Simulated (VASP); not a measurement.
Here is a VASP 6.6.1 calculation.

File INCAR:

```
SYSTEM = Ge
PREC = Accurate
ENCUT = 520
EDIFF = 1E-8
ISMEAR = -1
SIGMA = 0.05
LREAL = .False.
LASPH = .True.
NELM = 100
ALGO = Normal
ISIF = 2
LWAVE = .False.
LCHARG = .False.
GGA = PE
LEFG = .True.
NBANDS = 21
```

The input KPOINTS:

```
Automatic mesh
0
Gamma
  10 10 10
  0 0 0
```

File POSCAR:

```
Ge
1.0
    0.0000000000      2.8193091601      2.8193091601
    2.8193091601      0.0000000000      2.8193091601
    2.8193091601      2.8193091601      0.0000000000
Ge
2
Direct
    0.5000000000      0.5000000000      0.5000000000
    0.7500000000      0.7500000000      0.7500000000
```

Potentials or basis: VASP PAW PBE potentials, release 64 (Ge_d).

Run with:

```sh
$ cat potpaw_PBE.64/Ge_d/POTCAR > POTCAR
$ mpirun -np 1 vasp_std > vasp.out
```

What does it give for the band gap on the k mesh?

0.13 eV, direct.

Predict the pressure.

4.4 GPa.

Caveat: without QUAD_EFG the Cq values of the log hold for a quadrupole moment of 1 mb, not for the nuclei. A k mesh can miss the band edges.
